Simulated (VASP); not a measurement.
# CsAg2 in VASP: notebook

Runs on CsAg2. Level: PBE. Tasks: single point.

Everything below comes from runs of VASP 6.6.1. Logs are shortened: lines on timing, memory, paths and dates and some standing lists are left out, and cuts for length are marked.

## Step 1: The cell of the first run

The typed cell holds 3 atoms: a = 4.856 Å, b = 4.856 Å, c = 5.443 Å, α = 90.00°, β = 90.00°, γ = 120.00°.

The cell was built from a structure type or drawn by symmetry, and may not be a known phase.

## Step 2: Single point, PBE

Contents of INCAR:

```
ALGO = Fast ; EDIFF = 1E-6
ENCUT = 520 ; GGA = PE
ISIF = 2 ; ISMEAR = 0
LASPH = True ; LCHARG = False
LREAL = False ; LWAVE = False
NBANDS = 22 ; NELM = 60
PREC = Accurate ; SIGMA = 0.1
```

Contents of KPOINTS:

```
k-points
0
Gamma
  12 12 6
```

Contents of POSCAR:

```
CsAg2
1.0
    4.8560123514     -0.0000000032      0.0000000000
   -2.4280061729      4.2054300590      0.0000000000
    0.0000000000      0.0000000000      5.4430755862
Cs Ag
1 2
Direct
    0.0000000000      0.0000000000      0.5000000000
    0.3333333333      0.6666666667      0.9998979563
    0.6666666667      0.3333333333      0.0001020437
```

Potentials or basis: VASP PAW PBE potentials, release 64 (Cs_sv, Ag).

Launch:

```sh
cat potpaw_PBE.64/Cs_sv/POTCAR potpaw_PBE.64/Ag/POTCAR > POTCAR
mpirun -np 1 vasp_std > vasp.out
```

OUTCAR:

```text
EDIFF = 1E-6
   ENCUT = 520
   GGA = PE
   ISIF = 2
   ISMEAR = 0
   LASPH = True
   LREAL = False
   NELM = 60
   PREC = Accurate

 ion  position               nearest neighbor table
   1  0.000  0.000  0.500-
   2  0.333  0.667  1.000-   3 2.80   3 2.80   3 2.80
   3  0.667  0.333  0.000-   2 2.80   2 2.80   2 2.80

  LATTYP: Found a hexagonal cell.
 ALAT       =     4.8560123514
 C/A-ratio  =     1.1208940984

  Lattice vectors:

 A1 = (   4.8560123514,  -0.0000000032,   0.0000000000)
 A2 = (  -2.4280061729,   4.2054300590,   0.0000000000)
 A3 = (   0.0000000000,   0.0000000000,   5.4430755862)

Analysis of symmetry for initial positions (statically):
=====================================================================
 Subroutine PRICEL returns:
 Original cell was already a primitive cell.

 Routine SETGRP: Setting up the symmetry group for a
 hexagonal supercell.

 Subroutine GETGRP returns: Found 12 space group operations
 (whereof 12 operations were pure point group operations)
 out of a pool of 24 trial point group operations.

The static configuration has the point symmetry D_3d.

Analysis of symmetry for dynamics (positions and initial velocities):
=====================================================================
 Subroutine PRICEL returns:
 Original cell was already a primitive cell.

 Routine SETGRP: Setting up the symmetry group for a
 hexagonal supercell.

 Subroutine GETGRP returns: Found 12 space group operations
 (whereof 12 operations were pure point group operations)
 out of a pool of 24 trial point group operations.

The dynamic configuration has the point symmetry D_3d.

 Subroutine INISYM returns: Found 12 space group operations
 (whereof 12 operations are pure point group operations),
 and found     1 'primitive' translations

----------------------------------------------------------------------------------------

                                     Primitive cell

  volume of cell :     111.1564

  direct lattice vectors                    reciprocal lattice vectors
     4.856012351 -0.000000003  0.000000000     0.205930284  0.118893904  0.000000000
    -2.428006173  4.205430059  0.000000000     0.000000000  0.237787809  0.000000000
     0.000000000  0.000000000  5.443075586     0.000000000  0.000000000  0.183719661

  length of vectors
     4.856012351  4.856012351  5.443075586     0.237787809  0.237787809  0.183719661

  position of ions in fractional coordinates (direct lattice)
     0.000000000  0.000000000  0.500000000
     0.333333333  0.666666667  0.999897956
     0.666666667  0.333333333  0.000102044

  ion indices of the primitive-cell ions
   primitive index   ion index
                 1           1
                 2           2
                 3           3

----------------------------------------------------------------------------------------

 KPOINTS: k-points

Automatic generation of k-mesh.
 Grid dimensions read from file:
 generate k-points for:   12   12    6

 Generating k-lattice:

  Cartesian coordinates                     Fractional coordinates (reciprocal lattice)
     0.017160857  0.009907825  0.000000000     0.083333333  0.000000000  0.000000000
     0.000000000  0.019815651  0.000000000     0.000000000  0.083333333  0.000000000
     0.000000000  0.000000000  0.030619943     0.000000000  0.000000000  0.166666667

  Length of vectors
     0.019815651  0.019815651  0.030619943

  Shift w.r.t. Gamma in fractional coordinates (k-lattice)
     0.000000000  0.000000000  0.000000000

 Subroutine IBZKPT returns following result:
 ===========================================

 Found    100 irreducible k-points:

 Following reciprocal coordinates:
            Coordinates               Weight
  0.000000  0.000000  0.000000      1.000000
  0.083333 -0.000000  0.000000      6.000000
  0.166667  0.000000  0.000000      6.000000
  0.250000  0.000000  0.000000      6.000000
  0.333333  0.000000  0.000000      6.000000
  0.416667 -0.000000  0.000000      6.000000
[... 16 lines left out ...]
  0.166667  0.000000  0.166667      6.000000
  0.000000  0.166667  0.166667      6.000000
 [... further k-points ...]
   k-points           NKPTS =    100   k-points in BZ     NKDIM =    100   number of bands    NBANDS=     22
   number of dos      NEDOS =    301   number of ions     NIONS =      3
   total plane-waves  NPLWV =  51840
   dimension x,y,z NGX =    36 NGY =   36 NGZ =   40
   dimension x,y,z NGXF=    72 NGYF=   72 NGZF=   80
   ions per type =               1   2
   NGX,Y,Z   is equivalent  to a cutoff of  12.32, 12.32, 12.22 a.u.
   NGXF,Y,Z  is equivalent  to a cutoff of  24.65, 24.65, 24.43 a.u.
 SYSTEM =  unknown system
   PREC   = accura    normal or accurate (medium, high low for compatibility)
   ISTART =      0    job   : 0-new  1-cont  2-samecut
   ICHARG =      2    charge: 1-file 2-atom 10-const
   ISPIN  =      1    spin polarized calculation?
   LNONCOLLINEAR =      F non collinear calculations
   LSORBIT =      F    spin-orbit coupling
   LASPH  =      T    aspherical Exc in radial PAW
   ENCUT  =  520.0 eV  38.22 Ry    6.18 a.u.   9.03  9.03 10.12*2*pi/ulx,y,z
   NELM   =     60;   NELMIN=  2; NELMDL= -5     # of ELM steps
   EDIFF  = 0.1E-05   stopping-criterion for ELM
   LREAL  =      F    real-space projection
   EDIFFG = 0.1E-04   stopping-criterion for IOM
   NSW    =      0    number of steps for IOM
   IBRION =     -1    ionic relax: 0-MD 1-quasi-New 2-CG
   NFREE  =      0    steps in history (QN), initial steepest desc. (CG)
   ISIF   =      2    stress and relaxation
   ISYM   =      2    0-nonsym 1-usesym 2-fastsym
   POTIM  = 0.5000    time-step for ionic-motion
   TEBEG  =    0.0;   TEEND  =   0.0 temperature during run
   PSTRESS=    0.0 pullay stress
   NELECT =      31.0000    total number of electrons
   NUPDOWN=      -1.0000    fix difference up-down
   EMIN   =  10.00;   EMAX   =-10.00  energy-range for DOS
   EFERMI =   0.00;   METHOD = LEGACY
   ISMEAR =     0;   SIGMA  =   0.10  broadening in eV -4-tet -1-fermi 0-gaus
   EFERMI_NEDOS =   21; number of points for ismear=-14 and -15
   IALGO  =     68    algorithm
   IMIX   =      4    mixing-type and parameters
     AMIX     =   0.40;   BMIX     =  1.00
     AMIX_MAG =   1.60;   BMIX_MAG =  1.00
  volume/ion in A,a.u.               =      37.05       250.04
  Fermi-wavevector in a.u.,A,eV,Ry     =   1.069590  2.021231 15.565366  1.144022
  Thomas-Fermi vector in A             =   2.205274
   LORBIT       =      0    0 simple, 1 ext, 2 COOP (PROOUT), +10 PAW based schemes
   GGA     = PE    functional components
   LHFCALC =     F    Hartree Fock is set to
   AEXX    =    0.0000 exact exchange contribution
   IVDW    =     0    specifies the selected vdW correction
   LEPSILON=     F    determine dielectric tensor
   LRPA    =     F    only Hartree local field effects (RPA)
 non-spin polarized calculation
 RMM-DIIS sequential band-by-band and
 Gauss-broadening in eV      SIGMA  =   0.10
  energy-cutoff  :      520.00
  volume of cell :      111.16
 maximum number of plane-waves:      3024
   NGX = 19   NGY = 19   NGZ = 21

 number of electron      31.0000012 magnetization

 Free energy of the ion-electron system (eV)
  ---------------------------------------------------
  ext. energy  EPLUGINS =         0.00000000
  ---------------------------------------------------
  free energy    TOTEN  =        -6.05109059 eV

  energy without entropy =       -6.04845749  energy(sigma->0) =       -6.04977404

 E-fermi :   2.8519     XC(G=0):  -8.3621

 val. band max:        2.8093911442   @ k =  -0.0833   0.4167   0.3333
 cond. band min:       2.8803381413   @ k =   0.0833  -0.0000   0.3333
 fundamental gap:      0.0709469972
 Fermi energy:         2.8519097983

 k-point     1 :       0.0000    0.0000    0.0000
  band No.  band energies     occupation
      1     -19.5912      2.00000
      2      -6.3701      2.00000
      3      -6.3445      2.00000
      4      -6.3445      2.00000
      5      -2.0052      2.00000
      6      -1.4357      2.00000
[... 14 lines left out ...]
     21       8.4970      0.00000
     22       8.4971      0.00000

 k-point     2 :       0.0833   -0.0000    0.0000
  band No.  band energies     occupation
      1     -19.5898      2.00000
      2      -6.3724      2.00000
      3      -6.3671      2.00000
      4      -6.3497      2.00000
      5      -1.9758      2.00000
      6      -1.4468      2.00000
[... 14 lines left out ...]
     21       8.4778      0.00000
     22       8.8279      0.00000

 k-point     3 :       0.1667    0.0000    0.0000
  band No.  band energies     occupation
      1     -19.5857      2.00000
      2      -6.4463      2.00000
      3      -6.3639      2.00000
      4      -6.3592      2.00000
      5      -1.9044      2.00000
      6      -1.5270      2.00000
[... 14 lines left out ...]
     21       8.4170      0.00000
     22       8.8471      0.00000

 k-point     4 :       0.2500    0.0000    0.0000
  band No.  band energies     occupation
      1     -19.5802      2.00000
      2      -6.5427      2.00000
      3      -6.3831      2.00000
      4      -6.3484      2.00000
      5      -1.8414      2.00000
      6      -1.6277      2.00000
[... 14 lines left out ...]
     21       8.3420      0.00000
     22       8.6301      0.00000

 k-point     5 :       0.3333    0.0000    0.0000
  band No.  band energies     occupation
      1     -19.5746      2.00000
      2      -6.6342      2.00000
      3      -6.4021      2.00000
      4      -6.3377      2.00000
      5      -1.8609      2.00000
      6      -1.7059      2.00000
[... 417 lines left out ...]
 k-point    22 :       0.0000    0.0833    0.1667
  band No.  band energies     occupation
      1     -19.5890      2.00000
      2      -6.4134      2.00000
      3      -6.3684      2.00000
      4      -6.3481      2.00000
      5      -1.9391      2.00000
      6      -1.4530      2.00000
[... 14 lines left out ...]
     21       8.0746      0.00000
     22       8.3617      0.00000

 k-point    23 :       0.1667    0.0000    0.1667
  band No.  band energies     occupation
      1     -19.5850      2.00000
      2      -6.4453      2.00000
      3      -6.3961      2.00000
      4      -6.3629      2.00000
      5      -1.8856      2.00000
      6      -1.5255      2.00000
[... 14 lines left out ...]
     21       7.8389      0.00000
     22       9.0380      0.00000

 k-point    24 :       0.0000    0.1667    0.1667
  band No.  band energies     occupation
      1     -19.5850      2.00000
      2      -6.4453      2.00000
      3      -6.3961      2.00000
      4      -6.3629      2.00000
      5      -1.8856      2.00000
      6      -1.5258      2.00000
[... 14 lines left out ...]
     21       7.8390      0.00000
     22       8.9772      0.00000

 [... further k-points ...]
[... 5 lines left out ...]
  --------------------------------------------------------------------------------------
  -------------------------------------------------------------------------------------
  Total       -0.0077898     -0.0077898      0.0172970     -0.0000000      0.0000000      0.0000000
  in kB       -0.1122801     -0.1122801      0.2493147     -0.0000000      0.0000000      0.0000000
  external PRESSURE =       0.0082515 kB  Pullay stress =       0.0000000 kB

 VOLUME and BASIS-vectors are now :
 -----------------------------------------------------------------------------
  energy-cutoff  :      520.00
  volume of cell :      111.16
      direct lattice vectors                 reciprocal lattice vectors
     4.856012351 -0.000000003  0.000000000     0.205930284  0.118893904  0.000000000
    -2.428006173  4.205430059  0.000000000     0.000000000  0.237787809  0.000000000
     0.000000000  0.000000000  5.443075586     0.000000000  0.000000000  0.183719661

 POSITION                                       TOTAL-FORCE (eV/Angst)
 -----------------------------------------------------------------------------------
      0.00000      0.00000      2.72154         0.000000     -0.000000      0.000000
      0.00000      2.80362      5.44252        -0.000000      0.000000      0.001013
      2.42801      1.40181      0.00056        -0.000000     -0.000000     -0.001013
 -----------------------------------------------------------------------------------
    total drift:                                0.000000     -0.000000     -0.000000

  FREE ENERGIE OF THE ION-ELECTRON SYSTEM (eV)
  ---------------------------------------------------
  free  energy   TOTEN  =        -6.0510905942 eV

  energy  without entropy=       -6.0484574872  energy(sigma->0) =       -6.04977404
```

Run time: 97 s. Hardware: 1 thread of Intel Xeon 6975P-C (Granite Rapids), shared host; peak memory 0.37 GiB.

What came out:

- Free energy: -6.0511 eV
- Pressure: 0.0 GPa
- Band gap on the k mesh: zero (an odd number of electrons rules out a gap without spin polarisation)

Caveat: spin-orbit coupling is left out, which moves the levels of the heavy elements.

## Step 3: Single point, PBE

Contents of INCAR:

```
PREC = Accurate ; ENCUT = 520
EDIFF = 1E-6 ; ISMEAR = 0
SIGMA = 0.1 ; LREAL = F
LASPH = T ; NELM = 80
ALGO = Fast ; ISIF = 2
LWAVE = F ; LCHARG = F
GGA = PE ; NBANDS = 22
```

Contents of KPOINTS:

```
Automatic mesh
0
Gamma
  12 12 8
```

Contents of POSCAR:

```
CsAg2
1.0
    4.8502326448     -0.0000000032      0.0000000000
   -2.4251163196      4.2004246862      0.0000000000
    0.0000000000      0.0000000000      5.4618490275
Cs Ag
1 2
Direct
    0.0000000000      0.0000000000      0.5000000000
    0.3333333333      0.6666666667      1.0000092110
    0.6666666667      0.3333333333     -0.0000092110
```

Potentials or basis: VASP PAW PBE potentials, release 64 (Cs_sv, Ag).

Launch:

```sh
cat potpaw_PBE.64/Cs_sv/POTCAR potpaw_PBE.64/Ag/POTCAR > POTCAR
mpirun -np 1 vasp_std > vasp.out
```

Run time: 1.9 min. Hardware: 1 thread of Intel Xeon 6975P-C (Granite Rapids), shared host; peak memory 0.44 GiB.

Results (log left out):

| Property | Result |
| --- | --- |
| Free energy | -6.0523 eV |
| Pressure | 0.0 GPa |
| Band gap on the k mesh | zero (an odd number of electrons rules out a gap without spin polarisation) |

Levels at points of the mesh, in eV from the Fermi level:
| k point | band 11 | band 12 | band 13 | band 14 | band 15 | band 16 | band 17 | band 18 | band 19 | band 20 |
| --- | --- | --- | --- | --- | --- | --- | --- | --- | --- | --- |
| (0.00, 0.00, 0.00) | -3.87 | -3.77 | -3.52 | -3.51 | -3.51 | 2.30 | 2.31 | 2.97 | 2.97 | 5.07 |
| (0.50, 0.00, 0.00) | -3.73 | -3.37 | -3.34 | -3.10 | -1.45 | -1.29 | 1.94 | 2.68 | 2.84 | 5.12 |
| (0.00, 0.00, 0.50) | -3.92 | -3.48 | -3.47 | -3.47 | -2.82 | -0.62 | 4.15 | 4.15 | 4.65 | 4.68 |
| (0.50, 0.00, 0.50) | -3.67 | -3.43 | -3.38 | -3.10 | -1.68 | -0.45 | 1.38 | 1.91 | 2.31 | 5.72 |

Caveat: spin-orbit coupling is left out, which moves the levels of the heavy elements.
